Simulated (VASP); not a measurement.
Runs of VASP 6.6.1 on Ba. The structure is that of space group Im-3m (No. 229), or close to it. The cells are those of the table. 

```tsv
cell	smearing	gap on the mesh (eV)	pressure (GPa)
a = 3.750 Å, angles 109.5°, 1 atom	fermi-dirac 0.08 eV	none	(a)
a = 4.078 Å, angles 109.5°, 1 atom	fermi-dirac 0.08 eV	none	1.3
a = 3.921 Å, angles 109.5°, 1 atom	methfessel-paxton 0.025 eV	none	3.1
a = 3.563 Å, angles 109.5°, 1 atom	fermi-dirac 0.08 eV	none	10.0
```

Alike in all rows: task single point; level PBEsol; potentials or basis VASP PAW PBE potentials, release 64 (Ba_sv); no spin polarisation; k mesh 11 × 11 × 11; cutoff (eV) 520.

Task: Estimate the missing entries.

Result: (a) 5.7.

Caveats: the PAW data sets were made with another functional, which shifts forces and pressure a little; spin-orbit coupling is left out, which moves the levels of the heavy elements.

A k mesh can miss the band edges, and the runs leave out spin-orbit coupling on Ba.

A gap of «none» marks levels without a gap at the run's occupations.
